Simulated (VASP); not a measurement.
## Ge: single point with r2SCAN

**Measured values to compare with.**

“Temperature-dependent photoluminescence in Ge: experiment and theory”, 2020, arxiv:2003.00143 reports, for a bulk crystal of Ge at 0 K: band gap 0.744 eV (indirect).

Ge:

```
CELL_PARAMETERS angstrom
0.00000 2.83677 2.83677
2.83677 0.00000 2.83677
2.83677 2.83677 0.00000
ATOMIC_POSITIONS crystal
Ge 0.75000 0.75000 0.75000
Ge 0.50000 0.50000 0.50000
```

```yaml
Program: VASP 6.6.1
Task: single point
Functional: r2SCAN
Potentials_or_basis: VASP PAW PBE potentials, release 64 (Ge_d)
Cutoff: 520 eV
k_mesh: 8 × 8 × 8
Occupations: fermi-dirac, width 0.05 eV
Spin: no spin polarisation
Dipole_correction: no
Further_INCAR_settings: ALGO = Normal; EDIFF = 1e-06; NBANDS = 21
```

- Pressure: 0.1 GPa
- Band gap on the k mesh: 0.32 eV, direct

Levels at points of the mesh, in eV from the valence-band top:
```csv
k point,band 10,band 11,band 12,band 13,band 14,band 15,band 16,band 17,band 18,band 19
"(0.00, 0.00, 0.00)",-25.21,-13.24,0.00,0.00,0.00,0.32,2.71,2.71,2.71,7.04
"(0.50, 0.00, 0.00)",-25.19,-11.07,-7.83,-1.47,-1.47,0.42,3.99,3.99,7.65,11.15
"(0.50, 0.50, 0.00)",-25.17,-9.18,-9.18,-3.20,-3.20,0.98,0.98,10.03,10.03,12.26
```

Wall time 41 s on 1 thread of Intel(R) Xeon(R) 6975P-C (Granite Rapids), on a shared host, peak memory 0.17 GiB.

Against the measured gap of Ge, 0.744 eV (indirect; 0 K; “Temperature-dependent photoluminescence in Ge: experiment and theory”, 2020, arxiv:2003.00143), the calculated 0.32 eV is off by -0.42 eV. 3 values of this kind are on record (0.666 to 0.807 eV); this one was drawn at random among those near their median. Spin-orbit coupling on Ge is left out. The value is that of r2SCAN on a finite k mesh, which can miss the band edges, without temperature or zero-point motion.

Caveat: the PAW data sets were made with another functional, which shifts forces and pressure a little.
